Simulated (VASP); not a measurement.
# PbW (F-43m) in VASP: notebook

Runs on PbW. Level: PBE. Tasks: single point, relaxation of cell and atoms.

Everything below comes from runs of VASP 6.6.1. Logs are shortened: lines on timing, memory, paths and dates and some standing lists are left out, and cuts for length are marked.

**1. The cell of the first run**

Symmetry: F-43m, No. 216, cubic system. Conventional cell: a = 6.319 Å, b = 6.319 Å, c = 6.319 Å, α = 90.00°, β = 90.00°, γ = 90.00°. Pb (site symmetry -43m) has 4 W at 2.74 Å within 3.6 Å. Within 3.6 Å of W (site symmetry -43m) lie 4 Pb at 2.74 Å.

**2. Single point, PBE**

INCAR

```
SYSTEM = PbW
PREC = Accurate ; ENCUT = 520
EDIFF = 1E-6 ; ISMEAR = 0
SIGMA = 0.1 ; LREAL = .FALSE.
LASPH = .TRUE. ; NELM = 100
ALGO = Fast ; ISIF = 2
LWAVE = .FALSE. ; LCHARG = .FALSE.
GGA = PE ; NBANDS = 21
```

KPOINTS

```
Automatic mesh
0
G
  6 6 6
  0 0 0
```

POSCAR

```
PbW
1.0
    0.0000000000      3.1594312891      3.1594312891
    3.1594312891      0.0000000000      3.1594312891
    3.1594312891      3.1594312891      0.0000000000
Pb W
1 1
Direct
    0.2500000000      0.2500000000      0.2500000000
    0.0000000000      0.0000000000      0.0000000000
```

Potentials or basis: VASP PAW PBE potentials, release 64 (Pb_d, W_sv).

On the command line:

```
> cat potpaw_PBE.64/Pb_d/POTCAR potpaw_PBE.64/W_sv/POTCAR > POTCAR
> mpirun -np 1 vasp_std > vasp.out
```

OUTCAR:

```text
SYSTEM = PbW
   PREC = Accurate
   ENCUT = 520
   EDIFF = 1E-6
   ISMEAR = 0
   LREAL = .FALSE.
   LASPH = .TRUE.
   NELM = 100
   ISIF = 2
   GGA = PE

 ion  position               nearest neighbor table
   1  0.250  0.250  0.250-   2 2.74   2 2.74   2 2.74   2 2.74
   2  0.000  0.000  0.000-   1 2.74   1 2.74   1 2.74   1 2.74

  LATTYP: Found a face centered cubic cell.
 ALAT       =     6.3188625782

  Lattice vectors:

 A1 = (   0.0000000000,   3.1594312891,   3.1594312891)
 A2 = (   3.1594312891,   0.0000000000,   3.1594312891)
 A3 = (   3.1594312891,   3.1594312891,   0.0000000000)

Analysis of symmetry for initial positions (statically):
=====================================================================
 Subroutine PRICEL returns:
 Original cell was already a primitive cell.

 Routine SETGRP: Setting up the symmetry group for a
 face centered cubic supercell.

 Subroutine GETGRP returns: Found 24 space group operations
 (whereof 24 operations were pure point group operations)
 out of a pool of 48 trial point group operations.

The static configuration has the point symmetry T_d .

Analysis of symmetry for dynamics (positions and initial velocities):
=====================================================================
 Subroutine PRICEL returns:
 Original cell was already a primitive cell.

 Routine SETGRP: Setting up the symmetry group for a
 face centered cubic supercell.

 Subroutine GETGRP returns: Found 24 space group operations
 (whereof 24 operations were pure point group operations)
 out of a pool of 48 trial point group operations.

The dynamic configuration has the point symmetry T_d .

 Subroutine INISYM returns: Found 24 space group operations
 (whereof 24 operations are pure point group operations),
 and found     1 'primitive' translations

----------------------------------------------------------------------------------------

                                     Primitive cell

  volume of cell :      63.0749

  direct lattice vectors                    reciprocal lattice vectors
     0.000000000  3.159431289  3.159431289    -0.158256330  0.158256330  0.158256330
     3.159431289  0.000000000  3.159431289     0.158256330 -0.158256330  0.158256330
     3.159431289  3.159431289  0.000000000     0.158256330  0.158256330 -0.158256330

  length of vectors
     4.468110578  4.468110578  4.468110578     0.274108004  0.274108004  0.274108004

  position of ions in fractional coordinates (direct lattice)
     0.250000000  0.250000000  0.250000000
     0.000000000  0.000000000  0.000000000

  ion indices of the primitive-cell ions
   primitive index   ion index
                 1           1
                 2           2

----------------------------------------------------------------------------------------

 KPOINTS: Automatic mesh

Automatic generation of k-mesh.
 Grid dimensions read from file:
 generate k-points for:    6    6    6

 Generating k-lattice:

  Cartesian coordinates                     Fractional coordinates (reciprocal lattice)
    -0.026376055  0.026376055  0.026376055     0.166666667  0.000000000  0.000000000
     0.026376055 -0.026376055  0.026376055     0.000000000  0.166666667  0.000000000
     0.026376055  0.026376055 -0.026376055     0.000000000  0.000000000  0.166666667

  Length of vectors
     0.045684667  0.045684667  0.045684667

  Shift w.r.t. Gamma in fractional coordinates (k-lattice)
     0.000000000  0.000000000  0.000000000

 Subroutine IBZKPT returns following result:
 ===========================================

 Found     16 irreducible k-points:

 Following reciprocal coordinates:
            Coordinates               Weight
  0.000000  0.000000  0.000000      1.000000
  0.166667  0.000000  0.000000      8.000000
  0.333333  0.000000  0.000000      8.000000
  0.500000  0.000000  0.000000      4.000000
  0.166667  0.166667  0.000000      6.000000
  0.333333  0.166667  0.000000     24.000000
[... 8 lines left out ...]
 -0.333333  0.333333  0.166667     24.000000
 -0.333333  0.500000  0.166667     12.000000
   k-points           NKPTS =     16   k-points in BZ     NKDIM =     16   number of bands    NBANDS=     21
   number of dos      NEDOS =    301   number of ions     NIONS =      2
   total plane-waves  NPLWV =  46656
   dimension x,y,z NGX =    36 NGY =   36 NGZ =   36
   dimension x,y,z NGXF=    72 NGYF=   72 NGZF=   72
   ions per type =               1   1
   NGX,Y,Z   is equivalent  to a cutoff of  13.39, 13.39, 13.39 a.u.
   NGXF,Y,Z  is equivalent  to a cutoff of  26.79, 26.79, 26.79 a.u.
 SYSTEM =  PbW
   PREC   = accura    normal or accurate (medium, high low for compatibility)
   ISTART =      0    job   : 0-new  1-cont  2-samecut
   ICHARG =      2    charge: 1-file 2-atom 10-const
   ISPIN  =      1    spin polarized calculation?
   LNONCOLLINEAR =      F non collinear calculations
   LSORBIT =      F    spin-orbit coupling
   LASPH  =      T    aspherical Exc in radial PAW
   ENCUT  =  520.0 eV  38.22 Ry    6.18 a.u.   8.31  8.31  8.31*2*pi/ulx,y,z
   NELM   =    100;   NELMIN=  2; NELMDL= -5     # of ELM steps
   EDIFF  = 0.1E-05   stopping-criterion for ELM
   LREAL  =      F    real-space projection
   EDIFFG = 0.1E-04   stopping-criterion for IOM
   NSW    =      0    number of steps for IOM
   IBRION =     -1    ionic relax: 0-MD 1-quasi-New 2-CG
   NFREE  =      0    steps in history (QN), initial steepest desc. (CG)
   ISIF   =      2    stress and relaxation
   ISYM   =      2    0-nonsym 1-usesym 2-fastsym
   POTIM  = 0.5000    time-step for ionic-motion
   TEBEG  =    0.0;   TEEND  =   0.0 temperature during run
   PSTRESS=    0.0 pullay stress
   NELECT =      28.0000    total number of electrons
   NUPDOWN=      -1.0000    fix difference up-down
   EMIN   =  10.00;   EMAX   =-10.00  energy-range for DOS
   EFERMI =   0.00;   METHOD = LEGACY
   ISMEAR =     0;   SIGMA  =   0.10  broadening in eV -4-tet -1-fermi 0-gaus
   EFERMI_NEDOS =   21; number of points for ismear=-14 and -15
   IALGO  =     68    algorithm
   IMIX   =      4    mixing-type and parameters
     AMIX     =   0.40;   BMIX     =  1.00
     AMIX_MAG =   1.60;   BMIX_MAG =  1.00
  volume/ion in A,a.u.               =      31.54       212.83
  Fermi-wavevector in a.u.,A,eV,Ry     =   1.248845  2.359975 21.219840  1.559614
  Thomas-Fermi vector in A             =   2.382913
   LORBIT       =      0    0 simple, 1 ext, 2 COOP (PROOUT), +10 PAW based schemes
   GGA     = PE    functional components
   LHFCALC =     F    Hartree Fock is set to
   AEXX    =    0.0000 exact exchange contribution
   IVDW    =     0    specifies the selected vdW correction
   LEPSILON=     F    determine dielectric tensor
   LRPA    =     F    only Hartree local field effects (RPA)
 non-spin polarized calculation
 RMM-DIIS sequential band-by-band and
 Gauss-broadening in eV      SIGMA  =   0.10
  energy-cutoff  :      520.00
  volume of cell :       63.07
 maximum number of plane-waves:      1724
 NGX is ok and might be reduce to    36
   NGX = 17   NGY = 17   NGZ = 17

 number of electron      28.0000000 magnetization

 Free energy of the ion-electron system (eV)
  ---------------------------------------------------
  ext. energy  EPLUGINS =         0.00000000
  ---------------------------------------------------
  free energy    TOTEN  =       -11.26857397 eV

  energy without entropy =      -11.23295995  energy(sigma->0) =      -11.25076696

 E-fermi :   4.8553     XC(G=0):  -9.6652

 val. band max:        4.8536464893   @ k =  -0.3333   0.3333   0.0000
 cond. band min:       4.8699686676   @ k =   0.3333   0.0000   0.0000
 fundamental gap:      0.0163221782
 Fermi energy:         4.8552744088

 k-point     1 :       0.0000    0.0000    0.0000
  band No.  band energies     occupation
      1     -69.3449      2.00000
      2     -33.5543      2.00000
      3     -33.5543      2.00000
      4     -33.5543      2.00000
      5     -11.4481      2.00000
      6     -11.4481      2.00000
[... 13 lines left out ...]
     20      12.0024      0.00000
     21      12.0024      0.00000

 k-point     2 :       0.1667    0.0000    0.0000
  band No.  band energies     occupation
      1     -69.3449      2.00000
      2     -33.5557      2.00000
      3     -33.5544      2.00000
      4     -33.5544      2.00000
      5     -11.4571      2.00000
      6     -11.4493      2.00000
[... 13 lines left out ...]
     20      12.4225      0.00000
     21      12.8734      0.00000

 k-point     3 :       0.3333    0.0000    0.0000
  band No.  band energies     occupation
      1     -69.3449      2.00000
      2     -33.5583      2.00000
      3     -33.5546      2.00000
      4     -33.5546      2.00000
      5     -11.4756      2.00000
      6     -11.4495      2.00000
[... 13 lines left out ...]
     20      12.9373      0.00000
     21      13.6381      0.00000

 k-point     4 :       0.5000    0.0000    0.0000
  band No.  band energies     occupation
      1     -69.3448      2.00000
      2     -33.5596      2.00000
      3     -33.5547      2.00000
      4     -33.5547      2.00000
      5     -11.4851      2.00000
      6     -11.4485      2.00000
[... 13 lines left out ...]
     20      13.0868      0.00000
     21      13.8628      0.00000

 k-point     5 :       0.1667    0.1667    0.0000
  band No.  band energies     occupation
      1     -69.3449      2.00000
      2     -33.5559      2.00000
      3     -33.5546      2.00000
      4     -33.5546      2.00000
      5     -11.4650      2.00000
      6     -11.4470      2.00000
[... 13 lines left out ...]
     20      11.4970      0.00000
     21      13.7237      0.00000
[... 190 lines left out ...]
     20      11.2383      0.00000
     21      17.7976      0.00000

 k-point    14 :       0.5000    0.3333    0.1667
  band No.  band energies     occupation
      1     -69.3448      2.00000
      2     -33.5586      2.00000
      3     -33.5559      2.00000
      4     -33.5549      2.00000
      5     -11.4824      2.00000
      6     -11.4567      2.00000
[... 13 lines left out ...]
     20      12.0979      0.00000
     21      13.2339      0.00000

 k-point    15 :      -0.3333    0.3333    0.1667
  band No.  band energies     occupation
      1     -69.3448      2.00000
      2     -33.5587      2.00000
      3     -33.5567      2.00000
      4     -33.5551      2.00000
      5     -11.4775      2.00000
      6     -11.4686      2.00000
[... 13 lines left out ...]
     20      12.9869      0.00000
     21      13.9671      0.00000

 k-point    16 :      -0.3333    0.5000    0.1667
  band No.  band energies     occupation
      1     -69.3448      2.00000
      2     -33.5593      2.00000
      3     -33.5564      2.00000
      4     -33.5553      2.00000
      5     -11.4899      2.00000
      6     -11.4597      2.00000
[... 13 lines left out ...]
     20      12.2832      0.00000
     21      14.6489      0.00000

------------------------ aborting loop because EDIFF is reached ----------------------------------------

  FORCE on cell =-STRESS in cart. coord.  units (eV):
  Direction    XX          YY          ZZ          XY          YZ          ZX
  --------------------------------------------------------------------------------------
  -------------------------------------------------------------------------------------
  Total        0.0032390      0.0032390      0.0032390      0.0000000      0.0000000      0.0000000
  in kB        0.0822749      0.0822749      0.0822749      0.0000000      0.0000000      0.0000000
  external PRESSURE =       0.0822749 kB  Pullay stress =       0.0000000 kB

 VOLUME and BASIS-vectors are now :
 -----------------------------------------------------------------------------
  energy-cutoff  :      520.00
  volume of cell :       63.07
      direct lattice vectors                 reciprocal lattice vectors
     0.000000000  3.159431289  3.159431289    -0.158256330  0.158256330  0.158256330
     3.159431289  0.000000000  3.159431289     0.158256330 -0.158256330  0.158256330
     3.159431289  3.159431289  0.000000000     0.158256330  0.158256330 -0.158256330

 POSITION                                       TOTAL-FORCE (eV/Angst)
 -----------------------------------------------------------------------------------
      1.57972      1.57972      1.57972        -0.000000     -0.000000      0.000000
      0.00000      0.00000      0.00000         0.000000      0.000000     -0.000000
 -----------------------------------------------------------------------------------
    total drift:                               -0.000000     -0.000000     -0.000000

  FREE ENERGIE OF THE ION-ELECTRON SYSTEM (eV)
  ---------------------------------------------------
  free  energy   TOTEN  =       -11.2685739653 eV

  energy  without entropy=      -11.2329599541  energy(sigma->0) =      -11.25076696
```

Run time: 27 s. Hardware: 1 thread of Intel Xeon Platinum 8488C (Sapphire Rapids), shared host; peak memory 0.21 GiB.

Results:

```yaml
Free_energy: -11.2686 eV
Pressure: 0.0 GPa
Band_gap_on_the_k_mesh: zero (band 14 reaches 5.01 eV, above the bottom of band 15 at 4.82 eV)
```

Caveat: spin-orbit coupling is left out, which moves the levels of the heavy elements.

**3. Relaxation of cell and atoms, PBE**

This run uses another cell than the first one, of 25.35 Å³/atom, 0.804 times its volume.

INCAR

```
SYSTEM = PbW
PREC     = Accurate       ! precision mode
ENCUT    = 600            ! plane-wave cutoff, eV
EDIFF    = 1E-7           ! SCF threshold, eV
ISMEAR   = 0              ! smearing method
SIGMA    = 0.1            ! smearing width, eV
LREAL    = .FALSE.        ! projectors in reciprocal space
LASPH    = .TRUE.         ! aspherical terms in the spheres
NELM     = 80             ! most SCF steps
ALGO     = Fast           ! electronic algorithm
ISIF     = 3              ! what is computed and relaxed
LWAVE    = .FALSE.        ! write WAVECAR
LCHARG   = .FALSE.        ! write CHGCAR
GGA      = PE             ! functional
IBRION   = 2              ! ionic algorithm
NSW      = 90             ! ionic steps
EDIFFG   = -0.04          ! ionic threshold
```

KPOINTS

```
regular mesh
0
G
  6 6 6
  0 0 0
```

POSCAR

```
PbW
1.0
    0.0000000000      2.9375378300      2.9375378300
    2.9375378300      0.0000000000      2.9375378300
    2.9375378300      2.9375378300      0.0000000000
Pb W
1 1
Direct
    0.2500000000      0.2500000000      0.2500000000
    0.0000000000      0.0000000000      0.0000000000
```

Potentials or basis: VASP PAW PBE potentials, release 64 (Pb_d, W_sv).

On the command line:

```
> cat potpaw_PBE.64/Pb_d/POTCAR potpaw_PBE.64/W_sv/POTCAR > POTCAR
> mpirun -np 1 vasp_std > vasp.out
```

Run time: 2.2 min. Hardware: 1 thread of Intel Xeon Platinum 8488C (Sapphire Rapids), shared host; peak memory 0.22 GiB.

The run converged. Its results:

```yaml
Free_energy: -11.2649 eV
Relaxed_volume: 31.53 Å³/atom
Relaxed_cell: a = 4.468 Å, b = 4.468 Å, c = 4.468 Å, α = 60.00°, β = 60.00°, γ = 60.00°
Space_group_after_relaxing_to_0.05_Å: F-43m (No. 216)
Energy_gained_by_relaxing: 379.2 meV/atom
Ionic_steps: 5
Pressure_after_relaxing: 0.0 GPa
Band_gap_on_the_k_mesh: zero (band 14 reaches 5.02 eV, above the bottom of band 15 at 4.82 eV)
```

Step by step:
```
step  energy change (eV)  largest force (eV/Å)  pressure (GPa)  volume (Å³)
   1              0.0000                0.0000           24.14        50.70
   2              0.0482                0.0000           -9.13        84.20
   3             -0.7563                0.0000           -0.81        63.91
   4             -0.7582                0.0000           -0.23        63.33
   5             -0.7584                0.0000            0.04        63.06
```

Final structure:
```
Pb W
1.0
     0.00000    3.15912    3.15912
     3.15912    0.00000    3.15912
     3.15912    3.15912    0.00000
Pb W
1 1
Cartesian
  1.5796 1.5796 1.5796
  0.0000 0.0000 0.0000
```

Levels at points of the mesh, in eV from the Fermi level:
| k point | band 12 | band 13 | band 14 | band 15 | band 16 | band 17 |
| --- | --- | --- | --- | --- | --- | --- |
| (0.00, 0.00, 0.00) | -1.94 | -1.94 | 0.02 | 0.02 | 3.11 | 6.62 |
| (0.50, 0.00, 0.00) | -1.65 | -1.65 | 0.16 | 0.16 | 0.19 | 3.74 |
| (0.50, 0.50, 0.00) | -0.68 | -0.68 | -0.52 | 0.12 | 0.13 | 1.24 |

Caveat: the volume moved by over 15 % at a fixed basis, so the end points are rough; spin-orbit coupling is left out, which moves the levels of the heavy elements.
